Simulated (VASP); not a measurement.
SnO2:

```
Sn O
1.0
     4.73800    0.00000    0.00000
     0.00000    4.73800    0.00000
     0.00000    0.00000    3.18650
Sn O
2 4
Direct
  0.50000 0.50000 0.50000
  0.00000 0.00000 0.00000
  0.80710 0.19290 0.50000
  0.69290 0.69290 0.00000
  0.19290 0.80710 0.50000
  0.30710 0.30710 0.00000
```

| Property | Result |
| --- | --- |
| Program | VASP 6.6.1 |
| Task | relaxation of cell and atoms |
| Functional | PBEsol |
| Potentials or basis | VASP PAW PBE potentials, release 64 (Sn_d, O) |
| Cutoff | 600 eV |
| k mesh | 6 × 6 × 8 |
| Occupations | fermi-dirac, width 0.05 eV |
| Spin | no spin polarisation |

At the start: pressure 5.2 GPa; volume 11.92 Å³/atom.

Problem. How do energy, volume and symmetry change on relaxing?

Solution. Over 5 steps the energy falls by 5.0 meV/atom and the volume is 12.20 Å³/atom (+2.3 %); space group P4_2/mnm (No. 136, to 0.1 Å) before and after.

Step by step:
| step | energy change (eV) | largest force (eV/Å) | pressure (GPa) | volume (Å³) |
| --- | --- | --- | --- | --- |
| 1 | 0.0000 | 0.2277 | 5.24 | 71.53 |
| 2 | 0.0238 | 0.2178 | -6.26 | 75.64 |
| 3 | -0.0302 | 0.0171 | -0.05 | 73.24 |
| 4 | -0.0302 | 0.0211 | 0.10 | 73.21 |
| 5 | -0.0302 | 0.0080 | 0.05 | 73.21 |

Final structure:
```
CELL_PARAMETERS angstrom
4.77064 0.00000 0.00000
0.00000 4.77064 0.00000
0.00000 0.00000 3.21664
ATOMIC_POSITIONS crystal
Sn 0.50000 0.50000 0.50000
Sn 0.00000 0.00000 0.00000
O 0.80630 0.19370 0.50000
O 0.69370 0.69370 0.00000
O 0.19370 0.80630 0.50000
O 0.30630 0.30630 0.00000
```

Caveat: the PAW data sets were made with another functional, which shifts forces and pressure a little.
